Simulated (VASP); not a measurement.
# Pb (Fm-3m) in VASP: notebook, part 2 of 2

VASP 6.6.1. Earlier steps stand in the parts before.

**4. Relaxation of cell and atoms, PBEsol+D4**

INCAR reads:

```
SYSTEM = Pb
ALGO = Normal
EDIFF = 1E-6
EDIFFG = -0.01
ENCUT = 600
GGA = PS
IBRION = 2
ISIF = 3
ISMEAR = -1
IVDW = 13
LASPH = .TRUE.
LCHARG = .FALSE.
LREAL = .FALSE.
LWAVE = .FALSE.
NELM = 60
NSW = 60
PREC = Accurate
SIGMA = 0.05
```

KPOINTS reads:

```
k-points
0
G
  9 9 9
  0 0 0
```

POSCAR reads:

```
Pb
1.0
    0.0000000000      2.4750200000      2.4750200000
    2.4750200000      0.0000000000      2.4750200000
    2.4750200000      2.4750200000      0.0000000000
Pb
1
Direct
    0.0000000000      0.0000000000      0.0000000000
```

Potentials or basis: VASP PAW PBE potentials, release 64 (Pb_d).

Started as:

```
cat potpaw_PBE.64/Pb_d/POTCAR > POTCAR
mpirun -np 1 vasp_std > vasp.out
```

OUTCAR:

```text
SYSTEM = Pb
   EDIFF = 1E-6
   EDIFFG = -0.01
   ENCUT = 600
   GGA = PS
   IBRION = 2
   ISIF = 3
   ISMEAR = -1
   IVDW = 13
   LASPH = .TRUE.
   LREAL = .FALSE.
   NELM = 60
   NSW = 60
   PREC = Accurate

 ion  position               nearest neighbor table
   1  0.000  0.000  0.000-

  LATTYP: Found a face centered cubic cell.
 ALAT       =     4.9500400000

  Lattice vectors:

 A1 = (   0.0000000000,   2.4750200000,   2.4750200000)
 A2 = (   2.4750200000,   0.0000000000,   2.4750200000)
 A3 = (   2.4750200000,   2.4750200000,   0.0000000000)

Analysis of symmetry for initial positions (statically):
[... 5 lines left out ...]
 face centered cubic supercell.

 Subroutine GETGRP returns: Found 48 space group operations
 (whereof 48 operations were pure point group operations)
 out of a pool of 48 trial point group operations.

The static configuration has the point symmetry O_h .

Analysis of symmetry for dynamics (positions and initial velocities):
[... 5 lines left out ...]
 face centered cubic supercell.

 Subroutine GETGRP returns: Found 48 space group operations
 (whereof 48 operations were pure point group operations)
 out of a pool of 48 trial point group operations.

The dynamic configuration has the point symmetry O_h .

 Subroutine INISYM returns: Found 48 space group operations
 (whereof 48 operations are pure point group operations),
 and found     1 'primitive' translations

----------------------------------------------------------------------------------------

                                     Primitive cell

  volume of cell :      30.3226

  direct lattice vectors                    reciprocal lattice vectors
     0.000000000  2.475020000  2.475020000    -0.202018570  0.202018570  0.202018570
     2.475020000  0.000000000  2.475020000     0.202018570 -0.202018570  0.202018570
     2.475020000  2.475020000  0.000000000     0.202018570  0.202018570 -0.202018570

  length of vectors
     3.500206851  3.500206851  3.500206851     0.349906427  0.349906427  0.349906427

  position of ions in fractional coordinates (direct lattice)
     0.000000000  0.000000000  0.000000000

  ion indices of the primitive-cell ions
   primitive index   ion index
                 1           1

----------------------------------------------------------------------------------------

 KPOINTS: k-points

Automatic generation of k-mesh.
 Grid dimensions read from file:
 generate k-points for:    9    9    9

 Generating k-lattice:

  Cartesian coordinates                     Fractional coordinates (reciprocal lattice)
    -0.022446508  0.022446508  0.022446508     0.111111111  0.000000000  0.000000000
     0.022446508 -0.022446508  0.022446508     0.000000000  0.111111111  0.000000000
     0.022446508  0.022446508 -0.022446508     0.000000000  0.000000000  0.111111111

  Length of vectors
     0.038878492  0.038878492  0.038878492

  Shift w.r.t. Gamma in fractional coordinates (k-lattice)
     0.000000000  0.000000000  0.000000000

 Subroutine IBZKPT returns following result:
 ===========================================

 Found     35 irreducible k-points:

 Following reciprocal coordinates:
            Coordinates               Weight
  0.000000  0.000000  0.000000      1.000000
  0.111111  0.000000  0.000000      8.000000
  0.222222  0.000000  0.000000      8.000000
  0.333333  0.000000  0.000000      8.000000
  0.444444  0.000000  0.000000      8.000000
  0.111111  0.111111  0.000000      6.000000
[... 16 lines left out ...]
 -0.333333  0.333333  0.000000     12.000000
  0.444444  0.444444  0.000000      6.000000
 [... further k-points ...]
   k-points           NKPTS =     35   k-points in BZ     NKDIM =     35   number of bands    NBANDS=     11
   number of dos      NEDOS =    301   number of ions     NIONS =      1
   total plane-waves  NPLWV =  21952
   dimension x,y,z NGX =    28 NGY =   28 NGZ =   28
   dimension x,y,z NGXF=    56 NGYF=   56 NGZF=   56
   ions per type =               1
   NGX,Y,Z   is equivalent  to a cutoff of  13.30, 13.30, 13.30 a.u.
   NGXF,Y,Z  is equivalent  to a cutoff of  26.60, 26.60, 26.60 a.u.
 SYSTEM =  Pb
   PREC   = accura    normal or accurate (medium, high low for compatibility)
   ISTART =      0    job   : 0-new  1-cont  2-samecut
   ICHARG =      2    charge: 1-file 2-atom 10-const
   ISPIN  =      1    spin polarized calculation?
   LNONCOLLINEAR =      F non collinear calculations
   LSORBIT =      F    spin-orbit coupling
   LASPH  =      T    aspherical Exc in radial PAW
   ENCUT  =  600.0 eV  44.10 Ry    6.64 a.u.   6.99  6.99  6.99*2*pi/ulx,y,z
   NELM   =     60;   NELMIN=  2; NELMDL= -5     # of ELM steps
   EDIFF  = 0.1E-05   stopping-criterion for ELM
   LREAL  =      F    real-space projection
   EDIFFG = -.1E-01   stopping-criterion for IOM
   NSW    =     60    number of steps for IOM
   IBRION =      2    ionic relax: 0-MD 1-quasi-New 2-CG
   NFREE  =      1    steps in history (QN), initial steepest desc. (CG)
   ISIF   =      3    stress and relaxation
   ISYM   =      2    0-nonsym 1-usesym 2-fastsym
   POTIM  = 0.5000    time-step for ionic-motion
   TEBEG  =    0.0;   TEEND  =   0.0 temperature during run
   PSTRESS=    0.0 pullay stress
   NELECT =      14.0000    total number of electrons
   NUPDOWN=      -1.0000    fix difference up-down
   EMIN   =  10.00;   EMAX   =-10.00  energy-range for DOS
   EFERMI =   0.00;   METHOD = LEGACY
   ISMEAR =    -1;   SIGMA  =   0.05  broadening in eV -4-tet -1-fermi 0-gaus
   EFERMI_NEDOS =   21; number of points for ismear=-14 and -15
   IALGO  =     38    algorithm
   IMIX   =      4    mixing-type and parameters
     AMIX     =   0.40;   BMIX     =  1.00
     AMIX_MAG =   1.60;   BMIX_MAG =  1.00
  volume/ion in A,a.u.               =      30.32       204.63
  Fermi-wavevector in a.u.,A,eV,Ry     =   1.265306  2.391081 21.782907  1.600999
  Thomas-Fermi vector in A             =   2.398566
   LORBIT       =      0    0 simple, 1 ext, 2 COOP (PROOUT), +10 PAW based schemes
   GGA     = PS    functional components
   LHFCALC =     F    Hartree Fock is set to
   AEXX    =    0.0000 exact exchange contribution
   IVDW    =    13    specifies the selected vdW correction
   LEPSILON=     F    determine dielectric tensor
   LRPA    =     F    only Hartree local field effects (RPA)
 conjugate gradient relaxation of ions
 non-spin polarized calculation
  energy-cutoff  :      600.00
  volume of cell :       30.32
 maximum number of plane-waves:      1022
   NGX = 13   NGY = 13   NGZ = 13

--------------------------------------- Ionic step        1  -------------------------------------------

 number of electron      13.9999999 magnetization

 Free energy of the ion-electron system (eV)
  ---------------------------------------------------
  ext. energy  EPLUGINS =         0.00000000
  ---------------------------------------------------
  free energy    TOTEN  =        -4.01738415 eV

  energy without entropy =       -4.01428210  energy(sigma->0) =       -4.01583312

------------------------ aborting loop because EDIFF is reached ----------------------------------------

  DFT-D4 for vdW energy calculation

  Edisp (eV):   -0.25308
[... 69 lines left out ...]
--------------------------------------- Ionic step        3  -------------------------------------------

 number of electron      13.9999999 magnetization

 Free energy of the ion-electron system (eV)
  ---------------------------------------------------
  ext. energy  EPLUGINS =         0.00000000
  ---------------------------------------------------
  free energy    TOTEN  =        -4.01476137 eV

  energy without entropy =       -4.01165618  energy(sigma->0) =       -4.01320878

 E-fermi :   7.3771     XC(G=0): -10.5334

 val. band max:        7.1579276884   @ k =  -0.3333   0.3333   0.1111
 cond. band min:       7.3774142686   @ k =  -0.2222   0.3333   0.1111
 fundamental gap:      0.2194865802
 Fermi energy:         7.3770936010

 k-point     1 :       0.0000    0.0000    0.0000
  band No.  band energies     occupation
      1      -9.4691      2.00000
      2      -9.4691      2.00000
      3      -9.4691      2.00000
      4      -9.3087      2.00000
      5      -9.3087      2.00000
      6      -4.4940      2.00000
      7      15.2780      0.00000
      8      15.2780      0.00000
      9      15.2780      0.00000
     10      17.3367      0.00000
     11      19.3747      0.00000
[... 309 lines left out ...]
 k-point    24 :       0.4444    0.4444    0.0000
  band No.  band energies     occupation
      1      -9.6518      2.00000
      2      -9.5506      2.00000
      3      -9.1733      2.00000
      4      -9.1302      2.00000
      5      -9.1302      2.00000
      6       0.3820      2.00000
      7       4.7311      2.00000
      8       9.7366      0.00000
      9       9.7366      0.00000
     10      13.1318      0.00000
     11      14.3708      0.00000

 [... further k-points ...]

------------------------ aborting loop because EDIFF is reached ----------------------------------------

  DFT-D4 for vdW energy calculation

  Edisp (eV):   -0.26311
[... 24 lines left out ...]
  FREE ENERGIE OF THE ION-ELECTRON SYSTEM (eV)
  ---------------------------------------------------
  free  energy   TOTEN  =        -4.2778702750 eV

  energy  without entropy=       -4.2747650811  energy(sigma->0) =       -4.27631768

 reached required accuracy - stopping structural energy minimisation
```

OSZICAR:

```text
N       E                     dE             d eps       ncg     rms          rms(c)
DAV:   1     0.107517578278E+03    0.10752E+03   -0.79360E+03   776   0.165E+03
DAV:   2     0.800128554967E+00   -0.10672E+03   -0.10443E+03   797   0.344E+02
DAV:   3    -0.391299224665E+01   -0.47131E+01   -0.46578E+01   914   0.822E+01
[... 21 lines left out ...]
DAV:   3    -0.401476535126E+01    0.44105E-02   -0.17987E-02   978   0.286E+00    0.280E-02
DAV:   4    -0.401475688535E+01    0.84659E-05   -0.20510E-04   797   0.175E-01    0.157E-02
DAV:   5    -0.401476338897E+01   -0.65036E-05   -0.11145E-04   796   0.100E-01    0.872E-03
DAV:   6    -0.401476084469E+01    0.25443E-05   -0.77874E-06   911   0.571E-02    0.171E-03
DAV:   7    -0.401476137341E+01   -0.52872E-06   -0.89009E-07   769   0.120E-02
   3 F= -.42778703E+01 E0= -.42763177E+01  d E =-.740837E-02
```

Run time: 12 s. Hardware: 1 thread of Intel Xeon 6975P-C (Granite Rapids), shared host; peak memory 0.17 GiB.

What came out:

```
Free energy                            : -4.2779 eV
Relaxed volume                         : 29.15 Å³/atom
Relaxed cell                           : a = 3.454 Å, b = 3.454 Å, c = 3.454 Å, α = 60.00°, β = 60.00°, γ = 60.00°
Space group after relaxing (to 0.05 Å) : Fm-3m (No. 225)
Energy gained by relaxing              : 7.4 meV/atom
Ionic steps                            : 3
Pressure after relaxing                : 0.0 GPa
Band gap on the k mesh                 : zero (band 7 reaches 15.28 eV, above the bottom of band 8 at 5.91 eV)
Dispersion energy per atom             : -0.263 eV
```

Step by step:
```csv
step,energy change (eV),largest force (eV/Å),pressure (GPa),volume (Å³)
1,0.0000,0.0000,-1.96,30.32
2,-0.0064,0.0000,0.81,28.73
3,-0.0074,0.0000,-0.01,29.15
```

Final structure:
```
Pb
1.0
     0.00000    2.44258    2.44258
     2.44258    0.00000    2.44258
     2.44258    2.44258    0.00000
Pb
1
Direct
  0.00000 0.00000 0.00000
```

Caveat: the PAW data sets were made with another functional, which shifts forces and pressure a little; spin-orbit coupling is left out, which moves the levels of the heavy elements; pairwise dispersion overbinds metals, which lowers pressure and volume.

**5. Relaxation of cell and atoms, r2SCAN**

POSCAR is that of step 4.

INCAR.step1 reads:

```
PREC = Accurate
ENCUT = 600
ISMEAR = -1
SIGMA = 0.05
LREAL = F
LASPH = T
NELM = 80
GGA = PE
ALGO = Normal
EDIFF = 1E-4
LWAVE = T
LCHARG = F
```

INCAR.step2 reads:

```
PREC = Accurate
ENCUT = 600
EDIFF = 1E-6
ISMEAR = -1
SIGMA = 0.05
LREAL = F
LASPH = T
NELM = 80
ALGO = Normal
ISIF = 3
LWAVE = F
LCHARG = F
METAGGA = R2SCAN
LMIXTAU = T
IBRION = 2
NSW = 60
EDIFFG = -0.01
ISTART = 1
```

KPOINTS reads:

```
Automatic mesh
0
Gamma
  9 9 9
```

Started as:

```
cat potpaw_PBE.64/Pb_d/POTCAR > POTCAR
cp INCAR.step1 INCAR
mpirun -np 1 vasp_std > vasp.out
cp INCAR.step2 INCAR
mpirun -np 1 vasp_std > vasp.out
```

Wall time 58 s (1 thread of Intel Xeon 6975P-C (Granite Rapids), shared host); peak memory 0.17 GiB.

The run converged. Its results:

```
Free energy                            : -56.2975 eV
Relaxed volume                         : 31.06 Å³/atom
Relaxed cell                           : a = 3.528 Å, b = 3.528 Å, c = 3.528 Å, α = 60.00°, β = 60.00°, γ = 60.00°
Space group after relaxing (to 0.05 Å) : Fm-3m (No. 225)
Energy gained by relaxing              : 2.6 meV/atom
Ionic steps                            : 3
Pressure after relaxing                : 0.0 GPa
Band gap on the k mesh                 : zero (band 7 reaches 14.49 eV, above the bottom of band 8 at 5.36 eV)
```

The path:
```tsv
step	energy change (eV)	largest force (eV/Å)	pressure (GPa)	volume (Å³)
1	0.0000	0.0000	1.17	30.32
2	-0.0024	0.0000	-0.36	31.31
3	-0.0026	0.0000	0.01	31.06
```

Final structure:
```
Pb
1.0
     0.00000    2.49499    2.49499
     2.49499    0.00000    2.49499
     2.49499    2.49499    0.00000
Pb
1
Direct
  0.00000 0.00000 0.00000
```

Levels at points of the mesh, in eV from the Fermi level:
| k point | band 5 | band 6 | band 7 | band 8 | band 9 | band 10 |
| --- | --- | --- | --- | --- | --- | --- |
| (0.00, 0.00, 0.00) | -17.42 | -11.98 | 7.69 | 7.69 | 7.69 | 10.56 |

Caveat: the PAW data sets were made with another functional, which shifts forces and pressure a little; spin-orbit coupling is left out, which moves the levels of the heavy elements.

**6. The runs side by side**

| level | gap on the mesh (eV) | pressure (GPa) | relaxed volume (Å³/atom) |
| --- | --- | --- | --- |
| revPBE | none | 0.0 | 32.71 |
| PBEsol+D3(BJ) | none | 0.0 | 28.50 |
| PBEsol+D4 | none | 0.0 | 29.15 |
| r2SCAN | none | 0.0 | 31.06 |

Alike in all rows: task relaxation of cell and atoms; potentials or basis VASP PAW PBE potentials, release 64 (Pb_d); no spin polarisation; cell relaxed; k mesh 9 × 9 × 9; cutoff (eV) 600; smearing fermi-dirac 0.05 eV.

Caveats: the PAW data sets were made with another functional, which shifts forces and pressure a little; spin-orbit coupling is left out, which moves the levels of the heavy elements; pairwise dispersion overbinds metals, which lowers pressure and volume (some runs).

Total energies depend on the potentials used, so only differences within one code and one set of settings carry meaning.

**7. How close it comes**

Step 2. The cell as given is a measured one (30.32 Å³/atom); revPBE puts the equilibrium volume +7.9 % from it, thermal expansion not counted.

Step 3. The cell as given is a measured one (30.32 Å³/atom); PBEsol+D3(BJ) puts the equilibrium volume -6.0 % from it, thermal expansion not counted.

Step 4. The cell as given is a measured one (30.32 Å³/atom); PBEsol+D4 puts the equilibrium volume -3.9 % from it, thermal expansion not counted.

Step 5. The cell as given is a measured one (30.32 Å³/atom); r2SCAN puts the equilibrium volume +2.4 % from it, thermal expansion not counted.
